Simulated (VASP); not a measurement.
Ni, 1 atom in the cell. The structure is cubic, space group Fm-3m (No. 225). Conventional cell: a = 3.475 Å, b = 3.475 Å, c = 3.475 Å, α = 90.00°, β = 90.00°, γ = 90.00°. Within 3.2 Å of Ni (site symmetry m-3m) lie 12 Ni at 2.46 Å. 

| Item | Value |
| --- | --- |
| Program | VASP 6.6.1 |
| Task | elastic constants |
| Functional | LDA |
| Potentials or basis | VASP PAW LDA potentials, release 64 (Ni) |
| Cutoff | 600 eV |
| k mesh | 10 × 10 × 10 |
| Occupations | fermi-dirac, width 0.05 eV |
| Spin | collinear spin, ferromagnetic start |
| Starting moments | [1.0] μB |
| Dipole correction | no |
| Ions in elastic constants | relaxed |
| Further INCAR settings | ALGO = Normal; EDIFF = 1e-08; NBANDS = 15; IBRION = 6; POTIM = 0.015; NSW = 1; ISIF = 3 |

Potentials or basis: VASP PAW LDA potentials, release 64 (Ni).

Launch:

```sh
$ cat potpaw_LDA.64/Ni/POTCAR > POTCAR
$ mpirun -np 1 vasp_std > vasp.out
```

Hardware: 1 thread of Intel(R) Xeon(R) 6975P-C (Granite Rapids) (shared host).

Task: How long does it take, and how much memory?

Result: Wall time 5 min on 1 thread of Intel(R) Xeon(R) 6975P-C (Granite Rapids) (shared host), peak memory 0.27 GiB. Counts: scf iterations 172, k points 47.
